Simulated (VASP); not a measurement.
Here is a VASP 6.6.1 calculation.

File INCAR:

```
PREC = Accurate
ENCUT = 520
EDIFF = 1E-6
ISMEAR = 0
SIGMA = 0.02
LREAL = False
LASPH = True
NELM = 80
ALGO = Normal
ISIF = 2
LWAVE = False
LCHARG = False
GGA = PS
NBANDS = 16
```

File KPOINTS:

```
Automatic mesh
0
Gamma
  6 6 6
```

The input POSCAR:

```
MgS
1.0
    2.5808957029      2.5808957029      0.0000000000
   -2.5808957029      2.5808957029      0.0000000000
    0.0000000000      0.0000000000      5.2855861606
Mg S
2 2
Direct
    0.0000000000      0.0000000000      0.0000000000
    0.5000000000      0.5000000000      0.5000000000
    0.5000000000      0.5000000000      0.0000000000
    0.0000000000      0.0000000000      0.5000000000
```

Potentials or basis: VASP PAW PBE potentials, release 64 (Mg, S).

Run with:

```console
$ cat potpaw_PBE.64/Mg/POTCAR potpaw_PBE.64/S/POTCAR > POTCAR
$ mpirun -np 1 vasp_std > vasp.out
```

(1) Predict the pressure.

(2) Estimate the band gap on the k mesh.

Results:

(1) -1.0 GPa.

(2) 2.60 eV.

Caveat: the PAW data sets were made with another functional, which shifts forces and pressure a little.
